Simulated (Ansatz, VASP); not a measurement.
# One calculation of SrO, two programs

Contents of POSCAR:

```
SrO
1.0
    4.2268963653      0.0000000000      0.0000000000
   -2.1134481827      3.6605996315      0.0000000000
    0.0000000000      0.0000000000      5.0924791674
Sr O
2 2
Direct
    0.3333333333      0.6666666667     -0.0625000000
    0.6666666667      0.3333333333      0.4375000000
    0.3333333333      0.6666666667      0.4375000000
    0.6666666667      0.3333333333      0.9375000000
```

Contents of INCAR.step1:

```
PREC     = Accurate       # precision mode
ENCUT    = 520            # plane-wave cutoff, eV
ISMEAR   = 0              # smearing method
SIGMA    = 0.01           # smearing width, eV
LREAL    = False          # projectors in reciprocal space
LASPH    = True           # aspherical terms in the spheres
NELM     = 60             # most SCF steps
NBANDS   = 24             # bands
GGA      = PE             # functional
ALGO     = Normal         # electronic algorithm
EDIFF    = 1E-4           # SCF threshold, eV
LWAVE    = True           # write WAVECAR
LCHARG   = False          # write CHGCAR
```

INCAR.step2

```
PREC     = Accurate       # precision mode
ENCUT    = 520            # plane-wave cutoff, eV
EDIFF    = 1E-7           # SCF threshold, eV
ISMEAR   = 0              # smearing method
SIGMA    = 0.01           # smearing width, eV
LREAL    = False          # projectors in reciprocal space
LASPH    = True           # aspherical terms in the spheres
NELM     = 60             # most SCF steps
ALGO     = Normal         # electronic algorithm
ISIF     = 2              # what is computed and relaxed
LWAVE    = False          # write WAVECAR
LCHARG   = False          # write CHGCAR
METAGGA  = R2SCAN         # meta-GGA
LMIXTAU  = True         
NBANDS   = 24             # bands
ISTART   = 1
```

File KPOINTS:

```
regular mesh
0
Gamma
  6 6 4
```

Input for Ansatz:

```yaml
crystal:
  lattice:
    - [4.2268963653, 0.0, 0.0]
    - [-2.1134481827, 3.6605996315, 0.0]
    - [0.0, 0.0, 5.0924791674]
  atoms:
    - { symbol: Sr, position: [0.3333333333, 0.6666666667, -0.0625] }
    - { symbol: Sr, position: [0.6666666667, 0.3333333333, 0.4375] }
    - { symbol: O, position: [0.3333333333, 0.6666666667, 0.4375] }
    - { symbol: O, position: [0.6666666667, 0.3333333333, 0.9375] }
kpoints:
  mp_grid: { grid: [6, 6, 4] }
hamiltonian:
  xc: r2scan
scf:
  occupations: { method: fixed }
  n_extra_bands: 5
output:
  forces: true
  stress: true
  eigenvalues: true
```

Alike in both runs: task single point; functional r2SCAN; k mesh 6 × 6 × 4; no spin polarisation.

|  | VASP | Ansatz |
| --- | --- | --- |
| version | VASP 6.6.1 | Ansatz 0.2.0 |
| potentials or method | VASP PAW PBE potentials, release 64 (Sr_sv, O) | plane waves, PAW |
| plane-wave cutoff (eV) | 520 | 500 |
| occupations | gaussian, width 0.01 eV | fixed |
| valence electrons in the cell | 32 | 32 |

|  | VASP | Ansatz | Ansatz less VASP |
| --- | --- | --- | --- |
| gap on the k mesh at the Fermi level (eV) | 3.12 | 3.13 | +0.011 |
| pressure (GPa) | 3.0 | 2.5 | -0.53 |
| traceless stress, the component that is largest in VASP (GPa) | 0.19 | 0.19 | 0.000 |

VASP's potentials were made for PBE, not for r2SCAN.
